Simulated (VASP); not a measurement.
Runs of VASP 6.6.1 on CoO. It takes space group Fm-3m (No. 225, cubic). Conventional cell: a = 4.263 Å, b = 4.263 Å, c = 4.263 Å, α = 90.00°, β = 90.00°, γ = 90.00°. Co (site symmetry m-3m) has 6 O at 2.13 Å within 2.8 Å. O (site symmetry m-3m) has 6 Co at 2.13 Å within 2.8 Å. 

```tsv
task	level	potentials or basis	fixed moment (μB)	cell	k mesh	cutoff (eV)	smearing	ions in elastic constants	gap on the mesh (eV)	pressure (GPa)	moment (μB)	relaxed volume (Å³/atom)
relaxation of cell and atoms	PBEsol	VASP PAW PBE potentials, release 64 (Co, O)	-	relaxed	11 × 11 × 11	600	fermi-dirac 0.05 eV	-	none	0.0	2.75	(a)
elastic constants	LDA	VASP PAW LDA potentials, release 64 (Co, O)	-	as given	8 × 8 × 8	600	fermi-dirac 0.05 eV	relaxed	-	-	2.80	-
relaxation of cell and atoms	RPBE+D3(BJ)	VASP PAW PBE potentials, release 64 (Co, O)	-	relaxed	11 × 11 × 11	600	fermi-dirac 0.05 eV	-	none	-0.4	2.45	(b)
single point	PBE	VASP PAW PBE potentials, release 64 (Co, O)	2.5	as given	9 × 9 × 9	520	fermi-dirac 0.05 eV	-	-	-5.8	2.50	-
single point	PBE	VASP PAW PBE potentials, release 64 (Co, O)	-	as given	11 × 11 × 11	520	gaussian 0.028 eV	-	none	-2.6	(c)	-
```

Alike in all rows: spin collinear, ferromagnetic start.

Q: Estimate the missing entries.

A: (a) 9.03; (b) 8.78; (c) 2.92.

Caveats: a cell with one magnetic atom can't hold antiferromagnetic order, which such compounds often take; semilocal functionals often make such compounds metallic where correlation or magnetic order opens a gap, which also shifts bond lengths (some runs); the PAW data sets were made with another functional, which shifts forces and pressure a little (some runs); the cell is under stress, which shifts elastic constants (some runs); some modes are imaginary (some runs); the elastic tensor has a negative eigenvalue, so either the cell is unstable as it stands or the mesh is too thin (some runs); pairwise dispersion overbinds metals, which lowers pressure and volume (some runs).

A gap of «none» marks levels without a gap at the run's occupations.
